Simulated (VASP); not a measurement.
# Y3N (L12 type) (Pm-3m) in VASP: single point with PBE

Aim: the single point of Y3N (L12 type) with PBE.

Everything below comes from runs of VASP 6.6.1. Logs are shortened: lines on timing, memory, paths and dates and some standing lists are left out, and cuts for length are marked.

### 1 The cell of the first run

The structure is cubic, space group Pm-3m (No. 221). Conventional cell: a = 4.427 Å, b = 4.427 Å, c = 4.427 Å, α = 90.00°, β = 90.00°, γ = 90.00°. Within 4.1 Å of N (site symmetry m-3m) lie 12 Y at 3.13 Å. Within 4.1 Å of Y (site symmetry 4/mmm) lie 4 N at 3.13 Å and 8 Y at 3.13 Å.

### 2 Single point, PBE

INCAR reads:

```
ALGO     = Normal         # electronic algorithm
EDIFF    = 1E-6           # SCF threshold, eV
ENCUT    = 520            # plane-wave cutoff, eV
GGA      = PE             # functional
ISIF     = 2              # what is computed and relaxed
ISMEAR   = -1             # smearing method
LASPH    = T              # aspherical terms in the spheres
LCHARG   = T              # write CHGCAR
LELF     = T              # ELF
LREAL    = F              # projectors in reciprocal space
LVHAR    = T            
LWAVE    = F              # write WAVECAR
NBANDS   = 27             # bands
NELM     = 100            # most SCF steps
PREC     = Accurate       # precision mode
SIGMA    = 0.05           # smearing width, eV
```

KPOINTS reads:

```
k-points
0
Gamma
  8 8 8
```

POSCAR reads:

```
Y3N
1.0
    4.4268809244      0.0000000000      0.0000000000
    0.0000000000      4.4268809244      0.0000000000
    0.0000000000      0.0000000000      4.4268809244
N Y
1 3
Direct
    0.0000000000      0.0000000000      0.0000000000
    0.0000000000      0.5000000000      0.5000000000
    0.5000000000      0.0000000000      0.5000000000
    0.5000000000      0.5000000000      0.0000000000
```

Potentials or basis: VASP PAW PBE potentials, release 64 (N, Y_sv).

On the command line:

```
cat potpaw_PBE.64/N/POTCAR potpaw_PBE.64/Y_sv/POTCAR > POTCAR
mpirun -np 1 vasp_std > vasp.out
```

OUTCAR:

```text
EDIFF = 1E-6
   ENCUT = 520
   GGA = PE
   ISIF = 2
   ISMEAR = -1
   LASPH = T
   LREAL = F
   NELM = 100
   PREC = Accurate

 ion  position               nearest neighbor table
   1  0.000  0.000  0.000-
   2  0.000  0.500  0.500-   3 3.13   4 3.13   4 3.13   3 3.13   3 3.13   4 3.13   4 3.13   3 3.13

   3  0.500  0.000  0.500-   2 3.13   4 3.13   4 3.13   2 3.13   4 3.13   4 3.13   2 3.13   2 3.13

   4  0.500  0.500  0.000-   2 3.13   3 3.13   2 3.13   3 3.13   3 3.13   3 3.13   2 3.13   2 3.13

  LATTYP: Found a simple cubic cell.
 ALAT       =     4.4268809244

  Lattice vectors:

 A1 = (   4.4268809244,   0.0000000000,   0.0000000000)
 A2 = (   0.0000000000,   4.4268809244,   0.0000000000)
 A3 = (   0.0000000000,   0.0000000000,   4.4268809244)

Analysis of symmetry for initial positions (statically):
=====================================================================
 Subroutine PRICEL returns:
 Original cell was already a primitive cell.

 Routine SETGRP: Setting up the symmetry group for a
 simple cubic supercell.

 Subroutine GETGRP returns: Found 48 space group operations
 (whereof 48 operations were pure point group operations)
 out of a pool of 48 trial point group operations.

The static configuration has the point symmetry O_h .

Analysis of symmetry for dynamics (positions and initial velocities):
=====================================================================
 Subroutine PRICEL returns:
 Original cell was already a primitive cell.

 Routine SETGRP: Setting up the symmetry group for a
 simple cubic supercell.

 Subroutine GETGRP returns: Found 48 space group operations
 (whereof 48 operations were pure point group operations)
 out of a pool of 48 trial point group operations.

The dynamic configuration has the point symmetry O_h .

 Subroutine INISYM returns: Found 48 space group operations
 (whereof 48 operations are pure point group operations),
 and found     1 'primitive' translations

----------------------------------------------------------------------------------------

                                     Primitive cell

  volume of cell :      86.7548

  direct lattice vectors                    reciprocal lattice vectors
     4.426880924  0.000000000  0.000000000     0.225892681  0.000000000  0.000000000
     0.000000000  4.426880924  0.000000000     0.000000000  0.225892681  0.000000000
     0.000000000  0.000000000  4.426880924     0.000000000  0.000000000  0.225892681

  length of vectors
     4.426880924  4.426880924  4.426880924     0.225892681  0.225892681  0.225892681

  position of ions in fractional coordinates (direct lattice)
     0.000000000  0.000000000  0.000000000
     0.000000000  0.500000000  0.500000000
     0.500000000  0.000000000  0.500000000
     0.500000000  0.500000000  0.000000000

  ion indices of the primitive-cell ions
   primitive index   ion index
                 1           1
                 2           2
                 3           3
                 4           4

----------------------------------------------------------------------------------------

 KPOINTS: k-points

Automatic generation of k-mesh.
 Grid dimensions read from file:
 generate k-points for:    8    8    8

 Generating k-lattice:

  Cartesian coordinates                     Fractional coordinates (reciprocal lattice)
     0.028236585  0.000000000  0.000000000     0.125000000  0.000000000  0.000000000
     0.000000000  0.028236585  0.000000000     0.000000000  0.125000000  0.000000000
     0.000000000  0.000000000  0.028236585     0.000000000  0.000000000  0.125000000

  Length of vectors
     0.028236585  0.028236585  0.028236585

  Shift w.r.t. Gamma in fractional coordinates (k-lattice)
     0.000000000  0.000000000  0.000000000

 Subroutine IBZKPT returns following result:
 ===========================================

 Found     35 irreducible k-points:

 Following reciprocal coordinates:
            Coordinates               Weight
  0.000000  0.000000  0.000000      1.000000
  0.125000  0.000000  0.000000      6.000000
  0.250000  0.000000  0.000000      6.000000
  0.375000  0.000000  0.000000      6.000000
  0.500000  0.000000  0.000000      3.000000
  0.125000  0.125000  0.000000     12.000000
[... 16 lines left out ...]
  0.375000  0.375000  0.125000     24.000000
  0.500000  0.375000  0.125000     24.000000
 [... further k-points ...]
   k-points           NKPTS =     35   k-points in BZ     NKDIM =     35   number of bands    NBANDS=     27
   number of dos      NEDOS =    301   number of ions     NIONS =      4
   total plane-waves  NPLWV =  46656
   dimension x,y,z NGX =    36 NGY =   36 NGZ =   36
   dimension x,y,z NGXF=    72 NGYF=   72 NGZF=   72
   ions per type =               1   3
   NGX,Y,Z   is equivalent  to a cutoff of  13.52, 13.52, 13.52 a.u.
   NGXF,Y,Z  is equivalent  to a cutoff of  27.04, 27.04, 27.04 a.u.
 SYSTEM =  unknown system
   PREC   = accura    normal or accurate (medium, high low for compatibility)
   ISTART =      0    job   : 0-new  1-cont  2-samecut
   ICHARG =      2    charge: 1-file 2-atom 10-const
   ISPIN  =      1    spin polarized calculation?
   LNONCOLLINEAR =      F non collinear calculations
   LSORBIT =      F    spin-orbit coupling
   LASPH  =      T    aspherical Exc in radial PAW
   ENCUT  =  520.0 eV  38.22 Ry    6.18 a.u.   8.23  8.23  8.23*2*pi/ulx,y,z
   NELM   =    100;   NELMIN=  2; NELMDL= -5     # of ELM steps
   EDIFF  = 0.1E-05   stopping-criterion for ELM
   LREAL  =      F    real-space projection
   EDIFFG = 0.1E-04   stopping-criterion for IOM
   NSW    =      0    number of steps for IOM
   IBRION =     -1    ionic relax: 0-MD 1-quasi-New 2-CG
   NFREE  =      0    steps in history (QN), initial steepest desc. (CG)
   ISIF   =      2    stress and relaxation
   ISYM   =      2    0-nonsym 1-usesym 2-fastsym
   POTIM  = 0.5000    time-step for ionic-motion
   TEBEG  =    0.0;   TEEND  =   0.0 temperature during run
   PSTRESS=    0.0 pullay stress
   NELECT =      38.0000    total number of electrons
   NUPDOWN=      -1.0000    fix difference up-down
   EMIN   =  10.00;   EMAX   =-10.00  energy-range for DOS
   EFERMI =   0.00;   METHOD = LEGACY
   ISMEAR =    -1;   SIGMA  =   0.05  broadening in eV -4-tet -1-fermi 0-gaus
   EFERMI_NEDOS =   21; number of points for ismear=-14 and -15
   IALGO  =     38    algorithm
   IMIX   =      4    mixing-type and parameters
     AMIX     =   0.40;   BMIX     =  1.00
     AMIX_MAG =   1.60;   BMIX_MAG =  1.00
  volume/ion in A,a.u.               =      21.69       146.36
  Fermi-wavevector in a.u.,A,eV,Ry     =   1.243287  2.349472 21.031389  1.545763
  Thomas-Fermi vector in A             =   2.377605
   LORBIT       =      0    0 simple, 1 ext, 2 COOP (PROOUT), +10 PAW based schemes
   GGA     = PE    functional components
   LHFCALC =     F    Hartree Fock is set to
   AEXX    =    0.0000 exact exchange contribution
   IVDW    =     0    specifies the selected vdW correction
   LEPSILON=     F    determine dielectric tensor
   LRPA    =     F    only Hartree local field effects (RPA)
 non-spin polarized calculation
  energy-cutoff  :      520.00
  volume of cell :       86.75
 maximum number of plane-waves:      2360
 NGX is ok and might be reduce to    36
   NGX = 17   NGY = 17   NGZ = 17

 number of electron      37.9999998 magnetization

 Free energy of the ion-electron system (eV)
  ---------------------------------------------------
  ext. energy  EPLUGINS =         0.00000000
  ---------------------------------------------------
  free energy    TOTEN  =       -24.66113139 eV

  energy without entropy =      -24.61329605  energy(sigma->0) =      -24.63721372

 E-fermi :   4.3866     XC(G=0): -10.4011

 val. band max:        4.3808237967   @ k =   0.2500   0.1250   0.1250
 cond. band min:       4.4011140559   @ k =   0.2500   0.2500   0.0000
 fundamental gap:      0.0202902592
 Fermi energy:         4.3865886462

 k-point     1 :       0.0000    0.0000    0.0000
  band No.  band energies     occupation
      1     -38.2500      2.00000
      2     -37.9264      2.00000
      3     -37.9264      2.00000
      4     -18.7780      2.00000
      5     -18.7780      2.00000
      6     -18.7780      2.00000
[... 19 lines left out ...]
     26       8.0945      0.00000
     27      10.2608      0.00000

 k-point     2 :       0.1250    0.0000    0.0000
  band No.  band energies     occupation
      1     -38.2392      2.00000
      2     -37.9374      2.00000
      3     -37.9262      2.00000
      4     -18.7524      2.00000
      5     -18.7524      2.00000
      6     -18.7417      2.00000
[... 19 lines left out ...]
     26       8.1991      0.00000
     27       9.7641      0.00000

 k-point     3 :       0.2500    0.0000    0.0000
  band No.  band energies     occupation
      1     -38.2092      2.00000
      2     -37.9680      2.00000
      3     -37.9257      2.00000
      4     -18.6823      2.00000
      5     -18.6823      2.00000
      6     -18.6358      2.00000
[... 19 lines left out ...]
     26       8.3338      0.00000
     27       8.6029      0.00000

 k-point     4 :       0.3750    0.0000    0.0000
  band No.  band energies     occupation
      1     -38.1684      2.00000
      2     -38.0095      2.00000
      3     -37.9253      2.00000
      4     -18.5932      2.00000
      5     -18.5932      2.00000
      6     -18.4744      2.00000
[... 19 lines left out ...]
     26       7.3510      0.00000
     27       7.4689      0.00000
[... 516 lines left out ...]
      4     -18.7214      2.00000
      5     -18.5964      2.00000
      6     -18.3941      2.00000
[... 19 lines left out ...]
     26       7.6244      0.00000
     27       7.7416      0.00000

 k-point    23 :       0.3750    0.3750    0.1250
  band No.  band energies     occupation
      1     -38.0964      2.00000
      2     -38.0175      2.00000
      3     -37.9864      2.00000
      4     -18.7871      2.00000
      5     -18.6347      2.00000
      6     -18.3905      2.00000
[... 19 lines left out ...]
     26       7.6829      0.00000
     27       7.7186      0.00000

 k-point    24 :       0.5000    0.3750    0.1250
  band No.  band energies     occupation
      1     -38.0719      2.00000
      2     -38.0333      2.00000
      3     -37.9948      2.00000
      4     -18.7627      2.00000
      5     -18.7043      2.00000
      6     -18.3974      2.00000
[... 19 lines left out ...]
     26       7.3977      0.00000
     27       7.8551      0.00000

 [... further k-points ...]
[... 5 lines left out ...]
  --------------------------------------------------------------------------------------
  -------------------------------------------------------------------------------------
  Total       -0.0374840     -0.0374840     -0.0374840     -0.0000000     -0.0000000     -0.0000000
  in kB       -0.6922501     -0.6922501     -0.6922501     -0.0000000     -0.0000000     -0.0000000
  external PRESSURE =      -0.6922501 kB  Pullay stress =       0.0000000 kB

 VOLUME and BASIS-vectors are now :
 -----------------------------------------------------------------------------
  energy-cutoff  :      520.00
  volume of cell :       86.75
      direct lattice vectors                 reciprocal lattice vectors
     4.426880924  0.000000000  0.000000000     0.225892681  0.000000000  0.000000000
     0.000000000  4.426880924  0.000000000     0.000000000  0.225892681  0.000000000
     0.000000000  0.000000000  4.426880924     0.000000000  0.000000000  0.225892681

 POSITION                                       TOTAL-FORCE (eV/Angst)
 -----------------------------------------------------------------------------------
      0.00000      0.00000      0.00000         0.000000      0.000000      0.000000
      0.00000      2.21344      2.21344         0.000000      0.000000      0.000000
      2.21344      0.00000      2.21344         0.000000      0.000000      0.000000
      2.21344      2.21344      0.00000         0.000000      0.000000      0.000000
 -----------------------------------------------------------------------------------
    total drift:                                0.000000      0.000000      0.000000

  FREE ENERGIE OF THE ION-ELECTRON SYSTEM (eV)
  ---------------------------------------------------
  free  energy   TOTEN  =       -24.6611313917 eV

  energy  without entropy=      -24.6132960479  energy(sigma->0) =      -24.63721372
```

Run time: 44 s. Hardware: 1 thread of Intel Xeon 6975P-C (Granite Rapids), shared host; peak memory 0.24 GiB.

Results:

```
Free energy            : -24.6611 eV
Pressure               : -0.1 GPa
Band gap on the k mesh : zero (band 19 reaches 4.88 eV, above the bottom of band 20 at 3.18 eV)
```
